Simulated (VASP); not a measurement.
## Bi: electric field gradients with PBEsol

Bi:

```
CELL_PARAMETERS angstrom
4.50086 0.00000 0.00000
-2.25043 3.89786 0.00000
0.00000 0.00000 11.72959
ATOMIC_POSITIONS crystal
Bi 0.33333 0.66667 0.25000
Bi 0.66667 0.33333 0.75000
```

This isn't the form of Bi at room conditions, which is rhombohedral.

```json
{
  "Program": "VASP 6.6.1",
  "Task": "electric field gradients",
  "Functional": "PBEsol",
  "Potentials or basis": "VASP PAW PBE potentials, release 64 (Bi_d)",
  "Cutoff": "520 eV",
  "k mesh": "9 × 9 × 3",
  "Occupations": "fermi-dirac, width 0.03 eV",
  "Spin": "no spin polarisation",
  "Dipole correction": "no",
  "Further INCAR settings": "ALGO = Normal; EDIFF = 1e-08; NBANDS = 22"
}
```

The pressure is -3.7 GPa and the band gap on the k mesh is zero (bands 15 and 16 overlap by 2.23 eV). The largest electric field gradient by atom is Bi -120.3 V/Å².

Stress tensor (GPa, compression positive):
```
-5.35  0.00  0.00
 0.00 -5.35  0.00
 0.00  0.00 -0.44
```

Levels at points of the mesh, in eV from the Fermi level:
| k point | band 12 | band 13 | band 14 | band 15 | band 16 | band 17 | band 18 | band 19 |
| --- | --- | --- | --- | --- | --- | --- | --- | --- |
| (0.00, 0.00, 0.00) | -10.34 | -0.88 | -0.35 | 1.49 | 1.49 | 1.51 | 1.51 | 3.02 |

Electric field gradients, principal values (V/Å²):
```tsv
atom	least	middle	greatest (by size)
1 Bi	60.167	60.172	-120.339
2 Bi	60.167	60.172	-120.339
```

Run time: 60 s on 1 thread of Intel(R) Xeon(R) 6975P-C (Granite Rapids) (shared host), peak memory 0.36 GiB.

Caveat: the cell stands under tension; without QUAD_EFG the Cq values of the log hold for a quadrupole moment of 1 mb, not for the nuclei; the PAW data sets were made with another functional, which shifts forces and pressure a little; spin-orbit coupling is left out, which moves the levels of the heavy elements.
